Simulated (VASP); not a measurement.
Set up this calculation in VASP 6.6.1, as the native input.

- Task: single point
- Functional: PBE
- Dispersion: D3(BJ)
- Potentials or basis: VASP PAW PBE potentials, release 64 (Te, Mo_sv)
- Cutoff: 520 eV
- k mesh: 6 × 6 × 1
- Occupations: gaussian, width 0.1 eV
- Spin: no spin polarisation
- Dipole correction: no
- Further INCAR settings: ALGO = Normal; EDIFF = 1e-06; NBANDS = 35

The structure of Te2Mo lies in POSCAR:

```
Te2Mo
1.0
    3.5603917377      0.0000000000      0.0000000000
   -1.7801958688      3.0833896922      0.0000000000
    0.0000000000      0.0000000000     24.8112624000
Te Mo
4 2
Direct
    0.3333333300      0.6666666700      0.0793711400
    0.6666666700      0.3333333300      0.7763605200
    0.6666666700      0.3333333300      0.9206288600
    0.3333333300      0.6666666700      0.2236394800
    0.3333333300      0.6666666700      0.8484585100
    0.6666666700      0.3333333300      0.1515414900
```

One way to write it, as run:

INCAR

```
SYSTEM = Te2Mo
ALGO = Normal
EDIFF = 1E-6
ENCUT = 520
GGA = PE
ISIF = 2
ISMEAR = 0
IVDW = 12
LASPH = .TRUE.
LCHARG = .FALSE.
LREAL = .FALSE.
LWAVE = .FALSE.
NBANDS = 35
NELM = 100
PREC = Accurate
SIGMA = 0.1
```

KPOINTS

```
k-points
0
G
  6 6 1
  0 0 0
```

Potentials or basis: VASP PAW PBE potentials, release 64 (Te, Mo_sv).

Command:

```bash
$ cat potpaw_PBE.64/Te/POTCAR potpaw_PBE.64/Mo_sv/POTCAR > POTCAR
$ mpirun -np 1 vasp_std > vasp.out
```

It gave:

* Largest force: 0.227 eV/Å
* Band gap on the k mesh: 1.02 eV, direct
* Dispersion energy per atom: -0.439 eV

Caveat: spin-orbit coupling is left out, which moves the levels of the heavy elements.

Run time: 58 s on 1 thread of Intel(R) Xeon(R) 6975P-C (Granite Rapids) (shared host), peak memory 0.37 GiB.
